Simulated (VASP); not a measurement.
## PbF2: single point with r2SCAN

Crystal: PbF2.

```
CELL_PARAMETERS angstrom
0.00000 2.98152 2.98152
2.98152 0.00000 2.98152
2.98152 2.98152 0.00000
ATOMIC_POSITIONS crystal
Pb 0.00000 0.00000 0.00000
F 0.25000 0.25000 0.25000
F 0.75000 0.75000 0.75000
```

```yaml
Program: VASP 6.6.1
Task: single point
Functional: r2SCAN
Potentials_or_basis: VASP PAW PBE potentials, release 64 (Pb_d, F)
Cutoff: 520 eV
k_mesh: 8 × 8 × 8
Occupations: gaussian, width 0.05 eV
Spin: no spin polarisation
Dipole_correction: no
Further_INCAR_settings: ALGO = Normal; EDIFF = 1e-06; NBANDS = 21
```

```yaml
Pressure: -1.6 GPa
Band_gap_on_the_k_mesh: 4.94 eV (least direct gap 5.08 eV)
```

Levels at points of the mesh, in eV from the valence-band top:
```
           k point  band 10  band 11  band 12  band 13  band 14  band 15  band 16  band 17  band 18  band 19
(0.00, 0.00, 0.00)    -2.52    -2.52    -2.02    -2.02    -2.02     7.29     7.29     7.29    10.65    15.88
(0.50, 0.00, 0.00)    -2.69    -2.69    -2.20    -2.20    -0.05     5.39     8.18     8.18    13.42    14.30
(0.50, 0.50, 0.00)    -3.53    -1.62    -1.62    -1.61    -0.14     4.94     8.39     8.39     9.12    14.97
```

Wall time 74 s on 1 thread of AMD EPYC 9R45 96-Core Processor (Zen 5) (shared host), peak memory 0.17 GiB.

Caveat: the PAW data sets were made with another functional, which shifts forces and pressure a little; spin-orbit coupling is left out, which moves the levels of the heavy elements. A k mesh can miss the band edges.
